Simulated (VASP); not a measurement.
ZrSiIr:

```
Zr Si Ir
1.0
     6.57781    0.00000    0.00000
     0.00000    3.97830    0.00000
     0.00000    0.00000    7.43564
Zr Si Ir
4 4 4
Direct
  0.01788 0.25000 0.18180
  0.51788 0.25000 0.31820
  0.98212 0.75000 0.81820
  0.48212 0.75000 0.68180
  0.27856 0.25000 0.88150
  0.77856 0.25000 0.61850
  0.72144 0.75000 0.11850
  0.22144 0.75000 0.38150
  0.15169 0.25000 0.56506
  0.65169 0.25000 0.93494
  0.84831 0.75000 0.43494
  0.34831 0.75000 0.06506
```

| Item | Value |
| --- | --- |
| Program | VASP 6.6.1 |
| Task | relaxation of cell and atoms |
| Functional | PBEsol |
| Potentials or basis | VASP PAW PBE potentials, release 64 (Zr_sv, Si, Ir) |
| Cutoff | 500 eV |
| k mesh | 6 × 10 × 6 |
| Occupations | gaussian, width 0.1 eV |
| Spin | no spin polarisation |

At the start: pressure -5.5 GPa; volume 16.21 Å³/atom.

**Question.** Where does the relaxation end?

**Answer.** Over 11 steps the energy falls by 7.3 meV/atom and the volume is 15.80 Å³/atom (-2.6 %); space group Pnma (No. 62, to 0.1 Å) before and after.

Step by step:
```
step  energy change (eV)  largest force (eV/Å)  pressure (GPa)  volume (Å³)
   1              0.0000                0.0693           -5.46       194.58
   2              0.3440                0.3197           14.10       179.42
   3             -0.0866                0.0449           -0.11       189.74
   4             -0.0867                0.0471            0.00       189.64
   5             -0.0870                0.0197            0.00       189.61
   6             -0.0871                0.0197            0.01       189.59
   7             -0.0871                0.0086           -0.01       189.61
   8             -0.0872                0.0052           -0.02       189.62
   9             -0.0872                0.0052           -0.03       189.62
  10             -0.0872                0.0026            0.06       189.55
  11             -0.0872                0.0035            0.02       189.59
```

Final structure:
```
Zr Si Ir
1.0
     6.52222    0.00000    0.00000
     0.00000    3.94444    0.00000
     0.00000    0.00000    7.36925
Zr Si Ir
4 4 4
Cartesian
  0.1156 0.9861 1.3402
  3.3767 0.9861 2.3444
  6.4066 2.9583 6.0290
  3.1455 2.9583 5.0248
  1.8140 0.9861 6.4940
  5.0751 0.9861 4.5599
  4.7082 2.9583 0.8752
  1.4471 2.9583 2.8094
  0.9863 0.9861 4.1626
  4.2474 0.9861 6.8913
  5.5359 2.9583 3.2066
  2.2748 2.9583 0.4780
```

Caveat: the PAW data sets were made with another functional, which shifts forces and pressure a little.
